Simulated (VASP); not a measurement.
Here is a VASP 6.6.1 calculation.

Contents of INCAR:

```
PREC = Accurate ; ENCUT = 520
EDIFF = 1E-7 ; ISMEAR = 0
SIGMA = 0.02 ; LREAL = F
LASPH = T ; NELM = 100
ALGO = Normal ; ISIF = 2
LWAVE = F ; LCHARG = F
GGA = PE ; NBANDS = 39
```

Contents of KPOINTS:

```
regular mesh
0
Gamma
  8 8 8
```

File POSCAR:

```
Cd2S
1.0
    0.0000000000      4.0351205298      4.0351205298
    4.0351205298      0.0000000000      4.0351205298
    4.0351205298      4.0351205298      0.0000000000
Cd S
4 2
Direct
    0.1250000000      0.6250000000      0.1250000000
    0.1250000000      0.1250000000      0.6250000000
    0.6250000000      0.1250000000      0.1250000000
    0.1250000000      0.1250000000      0.1250000000
    0.7500000000      0.7500000000      0.7500000000
    0.5000000000      0.5000000000      0.5000000000
```

Potentials or basis: VASP PAW PBE potentials, release 64 (Cd, S).

The run is started by

```console
$ cat potpaw_PBE.64/Cd/POTCAR potpaw_PBE.64/S/POTCAR > POTCAR
$ mpirun -np 1 vasp_std > vasp.out
```

Q: Estimate the pressure.

A: 0.3 GPa.

Q: Estimate the band gap on the k mesh.

A: 0.35 eV (least direct gap 0.60 eV).

A k mesh can miss the band edges.
